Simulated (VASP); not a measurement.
# Zn in VASP: further runs

Runs on Zn. Level: LDA. Tasks: single point.

Everything below comes from runs of VASP 6.6.1. Logs are shortened: lines on timing, memory, paths and dates and some standing lists are left out, and cuts for length are marked.

## Step 1: The cell of the first run

The cell holds a slab with vacuum, 3 atoms: a = 2.779 Å, b = 2.779 Å, c = 10.537 Å, α = 90.00°, β = 90.00°, γ = 60.00°.

## Step 2: Single point, LDA

The input, INCAR:

```
PREC = Accurate
ENCUT = 400
EDIFF = 1E-6
ISMEAR = 0
SIGMA = 0.2
LREAL = F
LASPH = T
NELM = 120
ALGO = Normal
ISIF = 2
LWAVE = F
LCHARG = F
LDIPOL = T
IDIPOL = 3
DIPOL = 0.5 0.5 0.500
NBANDS = 25
GGA_COMPAT = F
NELMDL = -8
```

The input, KPOINTS:

```
regular mesh
0
Gamma
  7 7 1
```

The input, POSCAR:

```
Zn
1.0
    2.7786128662      0.0000000000      0.0000000000
    1.3893064331      2.4063493294      0.0000000000
    0.0000000000      0.0000000000     10.5374558100
Zn
3
Direct
    0.0000000000      0.0000000000      0.2846987028
    0.3333333333      0.3333333333      0.5000000000
    0.6666666667      0.6666666667      0.7153012972
```

Potentials or basis: VASP PAW LDA potentials, release 64 (Zn).

Started as:

```bash
$ cat potpaw_LDA.64/Zn/POTCAR > POTCAR
$ mpirun -np 1 vasp_std > vasp.out
```

OUTCAR:

```text
PREC = Accurate
   ENCUT = 400
   EDIFF = 1E-6
   ISMEAR = 0
   LREAL = F
   LASPH = T
   NELM = 120
   ISIF = 2
   NELMDL = -8

 ion  position               nearest neighbor table
   1  0.000  0.000  0.285-   2 2.78   2 2.78   2 2.78
   2  0.333  0.333  0.500-   3 2.78   1 2.78   3 2.78   1 2.78   1 2.78   3 2.78
   3  0.667  0.667  0.715-   2 2.78   2 2.78   2 2.78

  LATTYP: Found a hexagonal cell.
 ALAT       =     2.7786128662
 C/A-ratio  =     3.7923439923

  Lattice vectors:

 A1 = (  -1.3893064331,  -2.4063493294,   0.0000000000)
 A2 = (   2.7786128662,   0.0000000000,   0.0000000000)
 A3 = (   0.0000000000,   0.0000000000,  10.5374558100)

Analysis of symmetry for initial positions (statically):
=====================================================================
 Subroutine PRICEL returns:
 Original cell was already a primitive cell.

 Routine SETGRP: Setting up the symmetry group for a
 hexagonal supercell.

 Subroutine GETGRP returns: Found 12 space group operations
 (whereof  6 operations were pure point group operations)
 out of a pool of 24 trial point group operations.

The static configuration has the point symmetry C_3v.
 The point group associated with its full space group is D_3d.

Analysis of symmetry for dynamics (positions and initial velocities):
=====================================================================
 Subroutine PRICEL returns:
 Original cell was already a primitive cell.

 Routine SETGRP: Setting up the symmetry group for a
 hexagonal supercell.

 Subroutine GETGRP returns: Found 12 space group operations
 (whereof  6 operations were pure point group operations)
 out of a pool of 24 trial point group operations.

The dynamic configuration has the point symmetry C_3v.
 The point group associated with its full space group is D_3d.

 Subroutine INISYM returns: Found 12 space group operations
 (whereof  6 operations are pure point group operations),
 and found     1 'primitive' translations

----------------------------------------------------------------------------------------

                                     Primitive cell

  volume of cell :      70.4567

  direct lattice vectors                    reciprocal lattice vectors
     2.778612866  0.000000000  0.000000000     0.359891805 -0.207783631  0.000000000
     1.389306433  2.406349329  0.000000000     0.000000000  0.415567261  0.000000000
     0.000000000  0.000000000 10.537455810     0.000000000  0.000000000  0.094899568

  length of vectors
     2.778612866  2.778612866 10.537455810     0.415567261  0.415567261  0.094899568

  position of ions in fractional coordinates (direct lattice)
     0.000000000  0.000000000  0.284698703
     0.333333333  0.333333333  0.500000000
     0.666666667  0.666666667  0.715301297

  ion indices of the primitive-cell ions
   primitive index   ion index
                 1           1
                 2           2
                 3           3

----------------------------------------------------------------------------------------

 KPOINTS: regular mesh

Automatic generation of k-mesh.
 Grid dimensions read from file:
 generate k-points for:    7    7    1

 Generating k-lattice:

  Cartesian coordinates                     Fractional coordinates (reciprocal lattice)
     0.051413115 -0.029683376  0.000000000     0.142857143  0.000000000  0.000000000
     0.000000000  0.059366752  0.000000000     0.000000000  0.142857143  0.000000000
     0.000000000  0.000000000  0.094899568     0.000000000  0.000000000  1.000000000

  Length of vectors
     0.059366752  0.059366752  0.094899568

  Shift w.r.t. Gamma in fractional coordinates (k-lattice)
     0.000000000  0.000000000  0.000000000

 Subroutine IBZKPT returns following result:
 ===========================================

 Found      8 irreducible k-points:

 Following reciprocal coordinates:
            Coordinates               Weight
  0.000000  0.000000  0.000000      1.000000
  0.142857 -0.000000  0.000000      6.000000
  0.285714 -0.000000  0.000000      6.000000
  0.428571 -0.000000  0.000000      6.000000
  0.285714  0.142857  0.000000      6.000000
  0.428571  0.142857  0.000000     12.000000
 -0.428571  0.142857  0.000000      6.000000
 -0.428571  0.285714  0.000000      6.000000
   k-points           NKPTS =      8   k-points in BZ     NKDIM =      8   number of bands    NBANDS=     25
   number of dos      NEDOS =    301   number of ions     NIONS =      3
   total plane-waves  NPLWV =  22680
   dimension x,y,z NGX =    18 NGY =   18 NGZ =   70
   dimension x,y,z NGXF=    36 NGYF=   36 NGZF=  140
   ions per type =               3
   NGX,Y,Z   is equivalent  to a cutoff of  10.77, 10.77, 11.04 a.u.
   NGXF,Y,Z  is equivalent  to a cutoff of  21.54, 21.54, 22.09 a.u.
 SYSTEM =  unknown system
   PREC   = accura    normal or accurate (medium, high low for compatibility)
   ISTART =      0    job   : 0-new  1-cont  2-samecut
   ICHARG =      2    charge: 1-file 2-atom 10-const
   ISPIN  =      1    spin polarized calculation?
   LNONCOLLINEAR =      F non collinear calculations
   LSORBIT =      F    spin-orbit coupling
   LASPH  =      T    aspherical Exc in radial PAW
   ENCUT  =  400.0 eV  29.40 Ry    5.42 a.u.   4.53  4.53 17.18*2*pi/ulx,y,z
   NELM   =    120;   NELMIN=  2; NELMDL= -8     # of ELM steps
   EDIFF  = 0.1E-05   stopping-criterion for ELM
   LREAL  =      F    real-space projection
   EDIFFG = 0.1E-04   stopping-criterion for IOM
   NSW    =      0    number of steps for IOM
   IBRION =     -1    ionic relax: 0-MD 1-quasi-New 2-CG
   NFREE  =      0    steps in history (QN), initial steepest desc. (CG)
   ISIF   =      2    stress and relaxation
   ISYM   =      2    0-nonsym 1-usesym 2-fastsym
   POTIM  = 0.5000    time-step for ionic-motion
   TEBEG  =    0.0;   TEEND  =   0.0 temperature during run
   PSTRESS=    0.0 pullay stress
   NELECT =      36.0000    total number of electrons
   NUPDOWN=      -1.0000    fix difference up-down
   EMIN   =  10.00;   EMAX   =-10.00  energy-range for DOS
   EFERMI =   0.00;   METHOD = LEGACY
   ISMEAR =     0;   SIGMA  =   0.20  broadening in eV -4-tet -1-fermi 0-gaus
   EFERMI_NEDOS =   21; number of points for ismear=-14 and -15
   IALGO  =     38    algorithm
   IMIX   =      4    mixing-type and parameters
     AMIX     =   0.40;   BMIX     =  1.00
     AMIX_MAG =   1.60;   BMIX_MAG =  1.00
  volume/ion in A,a.u.               =      23.49       158.49
  Fermi-wavevector in a.u.,A,eV,Ry     =   1.308785  2.473244 23.305652  1.712917
  Thomas-Fermi vector in A             =   2.439428
   LORBIT       =      0    0 simple, 1 ext, 2 COOP (PROOUT), +10 PAW based schemes
   GGA     = CA    functional components
   LHFCALC =     F    Hartree Fock is set to
   AEXX    =    0.0000 exact exchange contribution
   IVDW    =     0    specifies the selected vdW correction
   LEPSILON=     F    determine dielectric tensor
   LRPA    =     F    only Hartree local field effects (RPA)
 non-spin polarized calculation
 Gauss-broadening in eV      SIGMA  =   0.20
  energy-cutoff  :      400.00
  volume of cell :       70.46
 maximum number of plane-waves:      1304
 NGX is ok and might be reduce to    18
   NGX =  9   NGY =  9   NGZ = 35

 dipolmoment           0.000000      0.000000     -0.000000 electrons x Angstroem

 number of electron      36.0000063 magnetization

 dipolmoment           0.000000      0.000000      0.000000 electrons x Angstroem

 Free energy of the ion-electron system (eV)
  ---------------------------------------------------
  ext. energy  EPLUGINS =         0.00000000
  ---------------------------------------------------
  free energy    TOTEN  =        -4.77772034 eV

  energy without entropy =       -4.76697650  energy(sigma->0) =       -4.77234842

 E-fermi :  -0.0963     XC(G=0):  -8.9950

 val. band max:       -0.2585143130   @ k =   0.4286  -0.0000   0.0000
 cond. band min:       0.5636540569   @ k =  -0.4286   0.1429   0.0000
 fundamental gap:      0.8221683699
 Fermi energy:        -0.0962894811

 k-point     1 :       0.0000    0.0000    0.0000
  band No.  band energies     occupation
      1      -9.4410      2.00000
      2      -8.0431      2.00000
      3      -8.0242      2.00000
      4      -7.4149      2.00000
      5      -7.4149      2.00000
      6      -7.3532      2.00000
[... 17 lines left out ...]
     24      15.7855      0.00000
     25      15.7855      0.00000

 k-point     2 :       0.1429   -0.0000    0.0000
  band No.  band energies     occupation
      1      -8.9227      2.00000
      2      -7.8578      2.00000
      3      -7.7275      2.00000
      4      -7.4739      2.00000
      5      -7.3663      2.00000
      6      -7.3147      2.00000
[... 17 lines left out ...]
     24      12.4885      0.00000
     25      13.2597      0.00000

 k-point     3 :       0.2857   -0.0000    0.0000
  band No.  band energies     occupation
      1      -7.9987      2.00000
      2      -7.7522      2.00000
      3      -7.7068      2.00000
      4      -7.4795      2.00000
      5      -7.3194      2.00000
      6      -7.2928      2.00000
[... 17 lines left out ...]
     24       9.1030      0.00000
     25       9.9154      0.00000

 k-point     4 :       0.4286   -0.0000    0.0000
  band No.  band energies     occupation
      1      -7.9942      2.00000
      2      -7.8808      2.00000
      3      -7.7701      2.00000
      4      -7.6023      2.00000
      5      -7.3601      2.00000
      6      -7.3141      2.00000
[... 17 lines left out ...]
     24       8.3919      0.00000
     25       9.5425      0.00000

 k-point     5 :       0.2857    0.1429    0.0000
  band No.  band energies     occupation
      1      -8.0898      2.00000
      2      -7.6665      2.00000
      3      -7.6126      2.00000
      4      -7.5881      2.00000
      5      -7.2898      2.00000
      6      -7.2743      2.00000
[... 17 lines left out ...]
     24       9.1533      0.00000
     25       9.8890      0.00000

 k-point     6 :       0.4286    0.1429    0.0000
  band No.  band energies     occupation
      1      -7.8093      2.00000
      2      -7.7666      2.00000
      3      -7.6901      2.00000
      4      -7.4294      2.00000
      5      -7.3648      2.00000
      6      -7.3152      2.00000
[... 17 lines left out ...]
     24       7.1775      0.00000
     25       8.2617      0.00000

 k-point     7 :      -0.4286    0.1429    0.0000
  band No.  band energies     occupation
      1      -7.8758      2.00000
      2      -7.8356      2.00000
      3      -7.7026      2.00000
      4      -7.4961      2.00000
      5      -7.4141      2.00000
      6      -7.2937      2.00000
[... 17 lines left out ...]
     24       6.6099      0.00000
     25       7.7609      0.00000

 k-point     8 :      -0.4286    0.2857    0.0000
  band No.  band energies     occupation
      1      -7.7370      2.00000
      2      -7.6335      2.00000
      3      -7.5991      2.00000
      4      -7.5484      2.00000
      5      -7.3941      2.00000
      6      -7.2247      2.00000
[... 17 lines left out ...]
     24       6.1436      0.00000
     25       6.5567      0.00000

------------------------ aborting loop because EDIFF is reached ----------------------------------------

 vacuum level on the upper side and lower side of the slab       (xc-potential included)        -2.343        -2.343

  FORCE on cell =-STRESS in cart. coord.  units (eV):
  Direction    XX          YY          ZZ          XY          YZ          ZX
  --------------------------------------------------------------------------------------
  -------------------------------------------------------------------------------------
  Total       -4.8733267     -4.8733267     -0.8416987      0.0000000      0.0000000      0.0000000
  in kB     -110.8188471   -110.8188471    -19.1401255      0.0000000      0.0000000      0.0000000
  external PRESSURE =     -80.2592732 kB  Pullay stress =       0.0000000 kB

 VOLUME and BASIS-vectors are now :
 -----------------------------------------------------------------------------
  energy-cutoff  :      400.00
  volume of cell :       70.46
      direct lattice vectors                 reciprocal lattice vectors
     2.778612866  0.000000000  0.000000000     0.359891805 -0.207783631  0.000000000
     1.389306433  2.406349329  0.000000000     0.000000000  0.415567261  0.000000000
     0.000000000  0.000000000 10.537455810     0.000000000  0.000000000  0.094899568

 POSITION                                       TOTAL-FORCE (eV/Angst)
 -----------------------------------------------------------------------------------
      0.00000      0.00000      3.00000         0.000000     -0.000000      0.138167
      1.38931      0.80212      5.26873        -0.000000      0.000000     -0.000000
      2.77861      1.60423      7.53746        -0.000000     -0.000000     -0.138167
 -----------------------------------------------------------------------------------
    total drift:                               -0.000000     -0.000000     -0.000000

  FREE ENERGIE OF THE ION-ELECTRON SYSTEM (eV)
  ---------------------------------------------------
  free  energy   TOTEN  =        -4.7777203357 eV

  energy  without entropy=       -4.7669764967  energy(sigma->0) =       -4.77234842

 vacuum level on the upper side and lower side of the slab         2.413         2.413
```

Run time: 7.4 s. Hardware: 1 thread of Intel Xeon 6975P-C (Granite Rapids), shared host; peak memory 0.13 GiB.

What came out:

* Free energy: -4.7777 eV
* Largest force: 0.138 eV/Å
* Band gap on the k mesh: zero (band 18 reaches 1.46 eV, above the bottom of band 19 at -1.08 eV)

Forces in eV/Å, atoms in the order of the input:
```
Zn   0.000  0.000  0.138
Zn   0.000  0.000  0.000
Zn   0.000  0.000 -0.138
```

Caveat: the k points lie up to 0.37 Å⁻¹ apart.

[end of part 1 of 2]
